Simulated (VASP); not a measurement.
**Ge: single point with PBE**

Ge:

```
CELL_PARAMETERS angstrom
3.99692 0.00000 0.00000
0.00000 3.99692 0.00000
0.00000 0.00000 5.46538
ATOMIC_POSITIONS crystal
Ge 0.00000 0.00000 0.50000
Ge 0.50000 0.50000 0.50000
Ge 0.00000 0.50000 0.68540
Ge 0.50000 0.00000 0.31460
```

The cell was built from a structure type or drawn by symmetry, and may not be a known phase.

```
Program             : VASP 6.6.1
Task                : single point
Functional          : PBE
Potentials or basis : VASP PAW PBE potentials, release 64 (Ge_d)
Cutoff              : 520 eV
k mesh              : 4 × 4 × 4
Occupations         : gaussian, width 0.1 eV
Spin                : no spin polarisation
```

The pressure is 39.7 GPa. The largest force is 6.662 eV/Å and the band gap on the k mesh is zero (bands 28 and 29 overlap by 0.40 eV).

Forces in eV/Å, atoms in the order of the input:
```
Ge   0.000  0.000  0.000
Ge   0.000  0.000  0.000
Ge   0.000  0.000  6.662
Ge   0.000  0.000 -6.662
```

Stress tensor (GPa, compression positive):
```
47.76  0.00  0.00
 0.00 47.76  0.00
 0.00  0.00 23.49
```

Levels at points of the mesh, in eV from the Fermi level:
```tsv
k point	band 25	band 26	band 27	band 28	band 29	band 30	band 31	band 32
(0.00, 0.00, 0.00)	-5.76	-3.13	-1.77	-0.12	-0.12	1.61	3.53	3.81
(0.50, 0.00, 0.00)	-3.71	-3.71	-1.60	-1.60	-0.39	-0.39	5.53	5.53
(0.50, 0.50, 0.00)	-3.34	-3.34	-1.95	-1.95	3.37	3.37	3.87	3.87
(0.00, 0.00, 0.50)	-5.73	-2.34	-1.55	-0.29	-0.29	1.32	2.23	4.67
(0.50, 0.00, 0.50)	-3.69	-3.69	-1.79	-1.79	0.93	0.93	5.00	5.00
(0.50, 0.50, 0.50)	-3.69	-3.69	-2.44	-2.44	5.77	5.77	6.29	6.29
```

Run time: 98 s on 1 thread of Intel Xeon 8259CL, with other jobs on the host, peak memory 0.2 GiB.

Caveat: the k points lie up to 0.39 Å⁻¹ apart; semilocal functionals underestimate gaps, so a narrow gap can read as zero; forces of over 1 eV/Å act on the atoms, so gaps and moduli don't describe the material at rest.
